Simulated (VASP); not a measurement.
PrBi3H:

```xyz
5
Lattice="5.1159 0.0000 0.0000 0.0000 5.1159 0.0000 0.0000 0.0000 5.1159" Properties=species:S:1:pos:R:3 pbc="T T T"
Pr    2.5579    2.5579    2.5579
Bi    2.5579    0.0000    0.0000
Bi    0.0000    2.5579    0.0000
Bi    0.0000    0.0000    2.5579
H     0.0000    0.0000    0.0000
```

The cell was built from a structure type or drawn by symmetry, and may not be a known phase.

| Item | Value |
| --- | --- |
| Program | VASP 6.6.1 |
| Task | relaxation of cell and atoms |
| Functional | PBE |
| Potentials or basis | VASP PAW PBE potentials, release 64 (Pr_3, Bi_d, H), 4f in core |
| Cutoff | 500 eV |
| k mesh | 4 × 4 × 4 |
| Occupations | gaussian, width 0.1 eV |
| Spin | no spin polarisation |

At the start: pressure -2.2 GPa; volume 26.78 Å³/atom.

**Question.** How do energy, volume and symmetry change on relaxing?

**Answer.** Over 3 steps the energy falls by 8.1 meV/atom and the volume is 25.64 Å³/atom (-4.3 %); space group Pm-3m (No. 221, to 0.1 Å) before and after.

Step by step:
| step | energy change (eV) | largest force (eV/Å) | pressure (GPa) | volume (Å³) |
| --- | --- | --- | --- | --- |
| 1 | 0.0000 | 0.0000 | -2.20 | 133.90 |
| 2 | -0.0384 | 0.0000 | 0.58 | 126.90 |
| 3 | -0.0407 | 0.0000 | 0.00 | 128.19 |

Final structure:
```
Pr Bi H
1.0
     5.04218    0.00000    0.00000
     0.00000    5.04218    0.00000
     0.00000    0.00000    5.04218
Pr Bi H
1 3 1
Cartesian
  2.5211 2.5211 2.5211
  2.5211 0.0000 0.0000
  0.0000 2.5211 0.0000
  0.0000 0.0000 2.5211
  0.0000 0.0000 0.0000
```
